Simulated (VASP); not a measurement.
W, 1 atom in the cell. It takes space group Fm-3m (No. 225, cubic). Conventional cell: a = 4.113 Å, b = 4.113 Å, c = 4.113 Å, α = 90.00°, β = 90.00°, γ = 90.00°. Within 3.8 Å of W (site symmetry m-3m) lie 12 W at 2.91 Å. 

| Quantity | Value |
| --- | --- |
| Program | VASP 6.6.1 |
| Task | single point |
| Functional | PBE |
| Potentials or basis | VASP PAW PBE potentials, release 64 (W_sv) |
| Cutoff | 500 eV |
| k mesh | 10 × 10 × 10 |
| Occupations | fermi-dirac, width 0.05 eV |
| Spin | no spin polarisation |
| Dipole correction | no |
| Further INCAR settings | ALGO = Normal; EDIFF = 1e-06; NBANDS = 13 |

Potentials or basis: VASP PAW PBE potentials, release 64 (W_sv).

Launch:

```bash
$ cat potpaw_PBE.64/W_sv/POTCAR > POTCAR
$ mpirun -np 1 vasp_std > vasp.out
```

Hardware: 1 thread of Intel(R) Xeon(R) Platinum 8375C CPU @ 2.90GHz (Ice Lake) (shared host).

Task: Estimate the wall time of this run.

Result: Wall time 5.4 s on 1 thread of Intel(R) Xeon(R) Platinum 8375C CPU @ 2.90GHz (Ice Lake) (shared host), peak memory 0.14 GiB. Counts: scf iterations 11, k points 47.
